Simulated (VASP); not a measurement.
Input of a VASP 6.6.1 run:

File INCAR:

```
ALGO = Normal ; EDIFF = 1E-7
ENCUT = 520 ; GGA = PS
ISIF = 2 ; ISMEAR = 0
LASPH = T ; LCHARG = F
LREAL = F ; LWAVE = F
NBANDS = 48 ; NELM = 80
PREC = Accurate ; SIGMA = 0.1
```

KPOINTS

```
k-points
0
Gamma
  6 12 6
```

The input POSCAR:

```
PW
1.0
    5.6283465474      0.0000000000      0.0000000000
    0.0000000000      3.1781396779      0.0000000000
    0.0000000000      0.0000000000      6.1941308052
P W
4 4
Direct
    0.8205162131      0.7500000000      0.5633643037
    0.1794837869      0.2500000000      0.4366356963
    0.6794837869      0.2500000000      0.0633643037
    0.3205162131      0.7500000000      0.9366356963
   -0.0130920272      0.7500000000      0.1882070709
    0.0130920272      0.2500000000      0.8117929291
    0.5130920272      0.2500000000      0.6882070709
    0.4869079728      0.7500000000      0.3117929291
```

Potentials or basis: VASP PAW PBE potentials, release 64 (P, W_sv).

Run with:

```sh
$ cat potpaw_PBE.64/P/POTCAR potpaw_PBE.64/W_sv/POTCAR > POTCAR
$ mpirun -np 1 vasp_std > vasp.out
```

(1) Predict the pressure.

(2) What does it give for the largest force?

## Answers

(1) 8.1 GPa.

(2) 0.011 eV/Å.

Caveat: the cell stands under pressure; the PAW data sets were made with another functional, which shifts forces and pressure a little.
